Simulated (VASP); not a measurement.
# LiGeN: relaxation of cell and atoms with PBE

The system is LiGeN.

```
Li Ge N
1.0
     3.29207    0.00000    0.00000
     0.00000    4.14379    0.00000
     0.00000    0.00000    6.81406
Li Ge N
2 2 2
Direct
  0.00000 0.00000 0.77118
  0.00000 0.00000 0.22882
  0.50000 0.50000 0.86627
  0.50000 0.50000 0.13373
  0.00000 0.50000 0.23152
  0.00000 0.50000 0.76848
```

The cell was built from a structure type or drawn by symmetry, and may not be a known phase.

```yaml
Program: VASP 6.6.1
Task: relaxation of cell and atoms
Functional: PBE
Potentials_or_basis: VASP PAW PBE potentials, release 64 (Li_sv, Ge_d, N)
Cutoff: 600 eV
k_mesh: 6 × 4 × 4
Occupations: gaussian, width 0.1 eV
Spin: no spin polarisation
Dipole_correction: no
Further_INCAR_settings: ALGO = Normal; EDIFF = 1e-06; IBRION = 2; EDIFFG = -0.04; NSW = 90; ISIF = 3
```

* Relaxed volume: 17.13 Å³/atom
* Relaxed cell: a = 3.155 Å, b = 3.793 Å, c = 8.589 Å, α = 90.00°, β = 90.00°, γ = 90.00°
* Space group after relaxing (to 0.1 Å): Pmmm (No. 47)
* Energy gained by relaxing: 818.1 meV/atom
* Ionic steps: 61
* Pressure after relaxing: 0.1 GPa
* Largest force after relaxing: 0.037 eV/Å
* Band gap on the k mesh: zero (bands 22 and 23 overlap by 2.17 eV)

Forces in eV/Å, atoms in the order of the input:
```
Li   0.000  0.000 -0.008
Li   0.000  0.000  0.008
Ge   0.000  0.000 -0.007
Ge   0.000  0.000  0.007
N    0.000  0.000  0.037
N    0.000  0.000 -0.037
```

Stress tensor (GPa, compression positive):
```
 0.09  0.00  0.00
 0.00  0.18  0.00
 0.00  0.00 -0.06
```

Step by step:
```
step  energy change (eV)  largest force (eV/Å)  pressure (GPa)  volume (Å³)
   1              0.0000               15.9447           28.17        92.95
   3             -2.6163                0.4225            4.82       131.29
   5             -3.1318                0.1449           -2.54       138.97
   7             -3.2437                0.1494           -1.74       132.95
   9             -3.4101                0.2328           -0.33       119.11
  11             -3.3957                0.7620           -2.77       101.77
  13             -3.5478                0.6300           -0.87       108.08
  15             -3.5777                0.8415            1.32       102.46
  17             -3.6538                0.9840            2.63        97.14
  19             -3.6520                0.9520            3.20        95.52
  21             -3.7563                0.4968            0.47        95.69
  23             -3.9112                0.3072            0.45        96.67
  25             -4.0659                0.6390            0.30        98.28
  27             -4.4777                0.9955            4.18        99.50
  29             -4.5614                1.7526            5.60        99.40
  31             -4.5459                2.3020            7.14        99.38
  33             -4.5478                0.8534            3.34       103.03
  35             -4.6773                1.6182            4.52       101.52
  37             -4.8772                0.2759            1.34       103.27
  39             -4.8813                0.1651            0.87       103.58
  41             -4.8868                0.1445            0.38       104.29
  43             -4.8893                0.1188           -0.21       105.20
  45             -4.8919                0.0966           -0.11       105.13
  47             -4.8925                0.1167           -0.07       105.07
  49             -4.8956                0.0680           -0.07       104.91
  51             -4.9008                0.2484            0.09       104.16
  53             -4.9040                0.1862           -0.09       103.99
  55             -4.9064                0.0970           -0.39       103.67
  57             -4.9081                0.0650           -0.12       103.13
  59             -4.9084                0.0585            0.04       102.83
  61             -4.9088                0.0365            0.07       102.77
```

Final structure:
```
CELL_PARAMETERS angstrom
3.15470 0.00000 0.00000
0.00000 3.79302 0.00000
0.00000 0.00000 8.58871
ATOMIC_POSITIONS crystal
Li 0.00000 0.00000 0.70139
Li 0.00000 0.00000 0.29861
Ge 0.50000 0.50000 0.86248
Ge 0.50000 0.50000 0.13752
N 0.00000 0.50000 0.25771
N 0.00000 0.50000 0.74229
```

Levels at points of the mesh, in eV from the Fermi level:
```
           k point  band 20  band 21  band 22  band 23  band 24  band 25
(0.00, 0.00, 0.00)    -4.15    -2.90    -0.64     0.39     1.83     2.29
(0.50, 0.00, 0.00)    -3.28    -3.23     0.84     1.06     1.28     2.60
(0.00, 0.50, 0.00)    -4.02    -2.38    -0.93     0.63     1.92     2.10
(0.50, 0.50, 0.00)    -3.26    -3.12    -2.70    -1.10     1.68     2.35
(0.00, 0.00, 0.50)    -4.16    -2.23    -1.37     0.62     1.86     2.45
(0.50, 0.00, 0.50)    -3.25    -3.25     0.64     1.06     1.59     2.70
(0.00, 0.50, 0.50)    -4.03    -2.03    -0.73     0.31     1.28     2.42
(0.50, 0.50, 0.50)    -3.24    -3.16    -2.67    -1.20     1.56     2.54
```

Run time: 36 min on 1 thread of AMD EPYC 9R45 96-Core Processor (Zen 5), on a shared host, peak memory 0.25 GiB.

Caveat: the k points lie up to 0.41 Å⁻¹ apart in the final cell, too coarse for converged energies and pressures of a metal; the cutoff is under 1.25 times the usual one of these potentials, so pressure, stress and relaxed cells hold a basis-set (Pulay) error; a cell axis changed by over 15 % at a fixed basis, so the end point is rough.
